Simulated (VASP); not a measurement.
# TaN (Immm) in VASP: a series of runs

The runs below take TaN through single point, with PBEsol.

Program: VASP 6.6.1. These are calculated values, not measurements. Logs are shortened: lines on timing, memory, paths and dates and some standing lists are left out, and cuts for length are marked.

### 1 The cell of the first run

Symmetry: Immm, No. 71, orthorhombic system. The conventional cell has a = 2.978 Å, b = 3.210 Å, c = 4.376 Å, α = 90.00°, β = 90.00°, γ = 90.00°. Ta (site symmetry mmm) has 6 N at 2.19 Å and 12 Ta at 2.98 to 3.21 Å within 3.3 Å. Within 3.3 Å of N (site symmetry mmm) lie 6 Ta at 2.19 Å and 12 N at 2.98 to 3.21 Å.

### 2 Single point, PBEsol (strain -0.0750 x Voigt [0, 0, 0, 1, 0, 0])

INCAR

```
SYSTEM = TaN
PREC = Accurate ; ENCUT = 520
EDIFF = 1E-7 ; ISMEAR = 0
SIGMA = 0.15 ; LREAL = .FALSE.
LASPH = .TRUE. ; NELM = 60
ALGO = Normal ; ISIF = 2
LWAVE = .FALSE. ; LCHARG = .FALSE.
GGA = PS ; NBANDS = 15
```

KPOINTS

```
regular mesh
0
G
  24 24 24
  0 0 0
```

POSCAR

```
TaN
1.0
    0.0000000000      2.1058005290      2.1058005290
    2.1878447055     -0.0820441765      2.1878447055
    2.1878447055      2.1878447055     -0.0820441765
Ta N
1 1
Direct
    0.5000000000      0.5000000000      0.5000000000
    0.0000000000      0.0000000000      0.0000000000
```

Potentials or basis: VASP PAW PBE potentials, release 64 (Ta_pv, N).

Run with:

```bash
$ cat potpaw_PBE.64/Ta_pv/POTCAR potpaw_PBE.64/N/POTCAR > POTCAR
$ mpirun -np 1 vasp_std > vasp.out
```

OUTCAR:

```text
SYSTEM = TaN
   PREC = Accurate
   ENCUT = 520
   EDIFF = 1E-7
   ISMEAR = 0
   LREAL = .FALSE.
   LASPH = .TRUE.
   NELM = 60
   ISIF = 2
   GGA = PS

 ion  position               nearest neighbor table
   1  0.500  0.500  0.500-   2 2.19   2 2.19   2 2.19   2 2.19   2 2.19   2 2.19
   2  0.000  0.000  0.000-   1 2.19   1 2.19   1 2.19   1 2.19   1 2.19   1 2.19

  LATTYP: Found a body centered orthorhombic cell.
 ALAT       =     2.9780516678
 B/A-ratio  =     1.0779220780
 C/A-ratio  =     1.4693127921

  Lattice vectors:

 A1 = (  -2.1878447055,   0.0820441765,  -2.1878447055)
 A2 = (  -2.1878447055,  -0.0820441765,   2.1878447055)
 A3 = (   2.1878447055,   2.1878447055,  -0.0820441765)

Analysis of symmetry for initial positions (statically):
=====================================================================
 Subroutine PRICEL returns:
 Original cell was already a primitive cell.

 Routine SETGRP: Setting up the symmetry group for a
 body centered orthorhombic supercell.

 Subroutine GETGRP returns: Found  8 space group operations
 (whereof  8 operations were pure point group operations)
 out of a pool of  8 trial point group operations.

The static configuration has the point symmetry D_2h.

Analysis of symmetry for dynamics (positions and initial velocities):
=====================================================================
 Subroutine PRICEL returns:
 Original cell was already a primitive cell.

 Routine SETGRP: Setting up the symmetry group for a
 body centered orthorhombic supercell.

 Subroutine GETGRP returns: Found  8 space group operations
 (whereof  8 operations were pure point group operations)
 out of a pool of  8 trial point group operations.

The dynamic configuration has the point symmetry D_2h.

 Subroutine INISYM returns: Found  8 space group operations
 (whereof  8 operations are pure point group operations),
 and found     1 'primitive' translations

----------------------------------------------------------------------------------------

                                     Primitive cell

  volume of cell :      20.9155

  direct lattice vectors                    reciprocal lattice vectors
     0.000000000  2.105800529  2.105800529    -0.228535416  0.237439393  0.237439393
     2.187844705 -0.082044176  2.187844705     0.228535416 -0.220275100  0.220275100
     2.187844705  2.187844705 -0.082044176     0.228535416  0.220275100 -0.220275100

  length of vectors
     2.978051668  3.095167226  3.095167226     0.406181446  0.386355634  0.386355634

[... 93 lines left out ...]
   EMIN   =  10.00;   EMAX   =-10.00  energy-range for DOS
   EFERMI =   0.00;   METHOD = LEGACY
   ISMEAR =     0;   SIGMA  =   0.15  broadening in eV -4-tet -1-fermi 0-gaus
   EFERMI_NEDOS =   21; number of points for ismear=-14 and -15
   IALGO  =     38    algorithm
   IMIX   =      4    mixing-type and parameters
     AMIX     =   0.40;   BMIX     =  1.00
     AMIX_MAG =   1.60;   BMIX_MAG =  1.00
  volume/ion in A,a.u.               =      10.46        70.57
  Fermi-wavevector in a.u.,A,eV,Ry     =   1.497242  2.829377 30.500645  2.241734
  Thomas-Fermi vector in A             =   2.609155
   LORBIT       =      0    0 simple, 1 ext, 2 COOP (PROOUT), +10 PAW based schemes
   GGA     = PS    functional components
   LHFCALC =     F    Hartree Fock is set to
   AEXX    =    0.0000 exact exchange contribution
   IVDW    =     0    specifies the selected vdW correction
   LEPSILON=     F    determine dielectric tensor
   LRPA    =     F    only Hartree local field effects (RPA)
 non-spin polarized calculation
 Gauss-broadening in eV      SIGMA  =   0.15
  energy-cutoff  :      520.00
  volume of cell :       20.92
 maximum number of plane-waves:       576
 NGX is ok and might be reduce to    24
   NGX = 11   NGY = 11   NGZ = 11

 number of electron      15.9999998 magnetization

 Free energy of the ion-electron system (eV)
  ---------------------------------------------------
  ext. energy  EPLUGINS =         0.00000000
  ---------------------------------------------------
  free energy    TOTEN  =       -23.19182632 eV

  energy without entropy =      -23.18242730  energy(sigma->0) =      -23.18712681

 E-fermi :   9.5120     XC(G=0): -13.6808

 val. band max:        9.5117517986   @ k =  -0.1250   0.0833   0.0833
 cond. band min:       9.5138272508   @ k =  -0.4583   0.1667   0.0417
 fundamental gap:      0.0020754521
 Fermi energy:         9.5120010383

 k-point     1 :       0.0000    0.0000    0.0000
  band No.  band energies     occupation
      1     -26.1944      2.00000
      2     -26.1317      2.00000
      3     -26.0185      2.00000
      4      -9.3699      2.00000
      5       5.5486      2.00000
      6       5.7170      2.00000
      7       5.9920      2.00000
      8       6.8018      2.00000
      9       7.2135      2.00000
     10       8.0213      2.00000
     11       9.6418      0.22103
     12       9.6711      0.13358
     13      11.3808      0.00000
     14      19.0083      0.00000
[... 401 lines left out ...]
      2     -26.2678      2.00000
      3     -26.2275      2.00000
      4      -6.5254      2.00000
      5      -0.3529      2.00000
      6       1.6233      2.00000
      7       2.1987      2.00000
      8       9.9407      0.00005
      9      10.8696      0.00000
     10      11.9925      0.00000
     11      14.4619      0.00000
     12      16.2413      0.00000
     13      16.9856      0.00000
     14      21.6637      0.00000
     15      22.0787      0.00000

 [... further k-points ...]

------------------------ aborting loop because EDIFF is reached ----------------------------------------

  FORCE on cell =-STRESS in cart. coord.  units (eV):
  Direction    XX          YY          ZZ          XY          YZ          ZX
  --------------------------------------------------------------------------------------
  -------------------------------------------------------------------------------------
  Total        0.0025399      0.3372974      0.3372974      0.0000000      0.6397484      0.0000000
  in kB        0.1945654     25.8377854     25.8377854      0.0000000     49.0062500      0.0000000
  external PRESSURE =      17.2900454 kB  Pullay stress =       0.0000000 kB

 VOLUME and BASIS-vectors are now :
 -----------------------------------------------------------------------------
  energy-cutoff  :      520.00
  volume of cell :       20.92
      direct lattice vectors                 reciprocal lattice vectors
     0.000000000  2.105800529  2.105800529    -0.228535416  0.237439393  0.237439393
     2.187844705 -0.082044176  2.187844705     0.228535416 -0.220275100  0.220275100
     2.187844705  2.187844705 -0.082044176     0.228535416  0.220275100 -0.220275100

 POSITION                                       TOTAL-FORCE (eV/Angst)
 -----------------------------------------------------------------------------------
      2.18784      2.10580      2.10580         0.000000      0.000000      0.000000
      0.00000      0.00000      0.00000         0.000000     -0.000000     -0.000000
 -----------------------------------------------------------------------------------
    total drift:                                0.000000     -0.000000     -0.000000

  FREE ENERGIE OF THE ION-ELECTRON SYSTEM (eV)
  ---------------------------------------------------
  free  energy   TOTEN  =       -23.1918263249 eV

  energy  without entropy=      -23.1824273042  energy(sigma->0) =      -23.18712681
```

Run time: 11 min. Hardware: 1 thread of Oxide Virtual Turin-like, shared host; peak memory 0.64 GiB.

What came out:

```
Free energy            : -23.1918 eV
Pressure               : 1.7 GPa
Band gap on the k mesh : zero (bands 8 and 9 overlap by 4.10 eV)
```

Levels at points of the mesh, in eV from the Fermi level:
| k point | band 6 | band 7 | band 8 | band 9 | band 10 | band 11 |
| --- | --- | --- | --- | --- | --- | --- |
| (0.00, 0.00, 0.00) | -3.80 | -3.52 | -2.71 | -2.30 | -1.49 | 0.13 |
| (0.50, 0.00, 0.00) | -8.11 | -7.59 | 1.72 | 1.78 | 3.25 | 3.82 |
| (0.00, 0.50, 0.00) | -7.69 | -7.07 | 0.87 | 2.28 | 2.36 | 4.09 |
| (0.50, 0.50, 0.00) | -5.56 | -4.59 | -4.58 | 2.03 | 3.63 | 3.65 |
| (0.00, 0.50, 0.50) | -5.57 | -4.89 | -4.24 | 2.26 | 3.71 | 3.72 |

Caveat: the cell differs from its parent crystal (strain -0.0750 x Voigt [0, 0, 0, 1, 0, 0]); the PAW data sets were made with another functional, which shifts forces and pressure a little; spin-orbit coupling is left out, which moves the levels of the heavy elements.

### 3 Single point, PBEsol (strain +0.0375 x Voigt [0, 0, 0, 1, 0, 0])

INCAR

```
SYSTEM = TaN
PREC = Accurate
ENCUT = 520
EDIFF = 1E-6
ISMEAR = 0
SIGMA = 0.15
LREAL = .False.
LASPH = .True.
NELM = 100
ALGO = Normal
ISIF = 2
LWAVE = .False.
LCHARG = .False.
GGA = PS
NBANDS = 15
```

KPOINTS

```
regular mesh
0
Gamma
  24 24 24
  0 0 0
```

POSCAR

```
TaN
1.0
    0.0000000000      2.2288667937      2.2288667937
    2.1878447055      0.0410220882      2.1878447055
    2.1878447055      2.1878447055      0.0410220882
Ta N
1 1
Direct
    0.5000000000      0.5000000000      0.5000000000
    0.0000000000      0.0000000000      0.0000000000
```

Potentials or basis: VASP PAW PBE potentials, release 64 (Ta_pv, N).

Run with:

```bash
$ cat potpaw_PBE.64/Ta_pv/POTCAR potpaw_PBE.64/N/POTCAR > POTCAR
$ mpirun -np 1 vasp_std > vasp.out
```

Wall time 7.1 min (1 thread of Oxide Virtual Turin-like, shared host); peak memory 0.64 GiB.

It converged, with:

* Free energy: -23.2106 eV
* Pressure: 1.2 GPa
* Band gap on the k mesh: zero (bands 8 and 9 overlap by 4.06 eV)

Stress tensor (GPa, compression positive):
```
 0.70  0.00  0.00
 0.00  1.41 -2.49
 0.00 -2.49  1.41
```

Levels at points of the mesh, in eV from the Fermi level:
```tsv
k point	band 4	band 5	band 6	band 7	band 8	band 9	band 10	band 11	band 12	band 13
(0.00, 0.00, 0.00)	-18.92	-3.92	-3.82	-3.70	-2.45	-2.20	-1.85	0.06	0.07	1.73
(0.50, 0.00, 0.00)	-15.79	-10.53	-7.70	-7.41	1.41	2.10	2.19	3.95	7.56	7.68
(0.00, 0.50, 0.00)	-15.70	-10.49	-7.93	-7.65	1.85	1.87	2.61	3.81	7.78	7.89
(0.50, 0.50, 0.00)	-17.62	-6.65	-5.59	-4.63	-4.63	2.11	3.64	3.65	4.73	7.00
(0.00, 0.50, 0.50)	-17.63	-6.65	-5.59	-4.78	-4.46	2.17	3.67	3.67	4.75	6.92
```

Caveat: the cell differs from its parent crystal (strain +0.0375 x Voigt [0, 0, 0, 1, 0, 0]); the PAW data sets were made with another functional, which shifts forces and pressure a little; spin-orbit coupling is left out, which moves the levels of the heavy elements.
